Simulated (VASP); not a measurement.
Here is a VASP 6.6.1 calculation.

INCAR

```
SYSTEM = BaTiO3
PREC     = Accurate       ! precision mode
ENCUT    = 520            ! plane-wave cutoff, eV
EDIFF    = 1E-7           ! SCF threshold, eV
ISMEAR   = -1             ! smearing method
SIGMA    = 0.02           ! smearing width, eV
LREAL    = .False.        ! projectors in reciprocal space
LASPH    = .True.         ! aspherical terms in the spheres
NELM     = 100            ! most SCF steps
ALGO     = Normal         ! electronic algorithm
ISIF     = 2              ! what is computed and relaxed
LWAVE    = .False.        ! write WAVECAR
LCHARG   = .False.        ! write CHGCAR
GGA      = PE             ! functional
NBANDS   = 28             ! bands
```

File KPOINTS:

```
regular mesh
0
Gamma
  6 6 6
  0 0 0
```

The input POSCAR:

```
BaTiO3
1.0
    2.8399983144      1.6396737913      2.3313532688
   -2.8399983144      1.6396737913      2.3313532688
    0.0000000000     -3.2793475827      2.3313532687
Ba Ti O
1 1 3
Direct
   -0.0032057798     -0.0032057798     -0.0032057798
    0.4833346617      0.4833346617      0.4833346617
    0.5098255445      0.5098255445      0.0194200292
    0.0194200292      0.5098255445      0.5098255445
    0.5098255445      0.0194200292      0.5098255445
```

Potentials or basis: VASP PAW PBE potentials, release 64 (Ba_sv, Ti_sv, O).

Launch:

```console
$ cat potpaw_PBE.64/Ba_sv/POTCAR potpaw_PBE.64/Ti_sv/POTCAR potpaw_PBE.64/O/POTCAR > POTCAR
$ mpirun -np 1 vasp_std > vasp.out
```

Q: Predict the band gap on the k mesh.

A: 2.46 eV (least direct gap 2.91 eV).

Q: Estimate the largest force.

A: 0.130 eV/Å.

Q: Estimate the pressure.

A: 4.9 GPa.

Stress tensor (GPa, compression positive):
```
4.96 0.00 0.00
0.00 4.96 0.00
0.00 0.00 4.75
```

Caveat: the cell stands under pressure; spin-orbit coupling is left out, which moves the levels of the heavy elements. A k mesh can miss the band edges.
